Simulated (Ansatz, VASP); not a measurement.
## One calculation of Nb3Tl, two programs

File POSCAR:

```
Nb3Tl
1.0
    5.2970000000      0.0000000000      0.0000000000
    0.0000000000      5.2970000000      0.0000000000
    0.0000000000      0.0000000000      5.2970000000
Nb Tl
6 2
Direct
    0.2500000000      0.0000000000      0.5000000000
    0.5000000000      0.7500000000      0.0000000000
    0.7500000000      0.0000000000      0.5000000000
    0.5000000000      0.2500000000      0.0000000000
    0.0000000000      0.5000000000      0.7500000000
    0.0000000000      0.5000000000      0.2500000000
    0.0000000000      0.0000000000      0.0000000000
    0.5000000000      0.5000000000      0.5000000000
```

INCAR.step1

```
SYSTEM = Nb3Tl
PREC = Accurate
ENCUT = 520
ISMEAR = -1
SIGMA = 0.05
LREAL = .FALSE.
LASPH = .TRUE.
NELM = 60
NBANDS = 62
GGA = PE
ALGO = Normal
EDIFF = 1E-4
LWAVE = .TRUE.
LCHARG = .FALSE.
```

INCAR.step2

```
SYSTEM = Nb3Tl
PREC = Accurate
ENCUT = 520
EDIFF = 1E-8
ISMEAR = -1
SIGMA = 0.05
LREAL = .FALSE.
LASPH = .TRUE.
NELM = 60
ALGO = Normal
ISIF = 2
LWAVE = .FALSE.
LCHARG = .FALSE.
METAGGA = R2SCAN
LMIXTAU = .TRUE.
LEFG = .TRUE.
NBANDS = 62
ISTART = 1
```

Contents of KPOINTS:

```
regular mesh
0
G
  6 6 6
  0 0 0
```

Input for Ansatz:

```yaml
crystal:
  lattice:
    - [5.297, 0.0, 0.0]
    - [0.0, 5.297, 0.0]
    - [0.0, 0.0, 5.297]
  atoms:
    - { symbol: Nb, position: [0.25, 0.0, 0.5] }
    - { symbol: Nb, position: [0.5, 0.75, 0.0] }
    - { symbol: Nb, position: [0.75, 0.0, 0.5] }
    - { symbol: Nb, position: [0.5, 0.25, 0.0] }
    - { symbol: Nb, position: [0.0, 0.5, 0.75] }
    - { symbol: Nb, position: [0.0, 0.5, 0.25] }
    - { symbol: Tl, position: [0.0, 0.0, 0.0] }
    - { symbol: Tl, position: [0.5, 0.5, 0.5] }
kpoints:
  mp_grid: { grid: [6, 6, 6] }
scf:
  occupations: { method: fermi_dirac, width: 0.05 }
hamiltonian:
  xc: r2scan
  pseudopotentials: { kind: paw }
output:
  forces: true
  stress: true
  populations: true
  efg: { quadrupole_moments_barn: { Nb: -0.32 }, contact_densities: true }
```

Alike in both runs: task electric field gradients; functional r2SCAN; k mesh 6 × 6 × 6; occupations fermi-dirac, width 0.05 eV; no spin polarisation.

|  | VASP | Ansatz |
| --- | --- | --- |
| version | VASP 6.6.1 | Ansatz 0.2.0 |
| potentials or method | VASP PAW PBE potentials, release 64 (Nb_sv, Tl_d) | plane-wave PAW, scalar-relativistic |
| plane-wave cutoff (eV) | 520 | 500 |
| valence electrons in the cell | 104 | 104 |

|  | VASP | Ansatz | Ansatz less VASP |
| --- | --- | --- | --- |
| pressure (GPa) | 2.5 | 2.6 | +0.08 |
| size of Vzz on the site where it differs most (V/Å²) | 73.7 | 68.8 | -4.86 |

VASP's potentials were made for PBE, not for r2SCAN. With one functional, cell and mesh, what is left measures potentials, basis and numerics.

Neither program's run includes spin-orbit coupling.
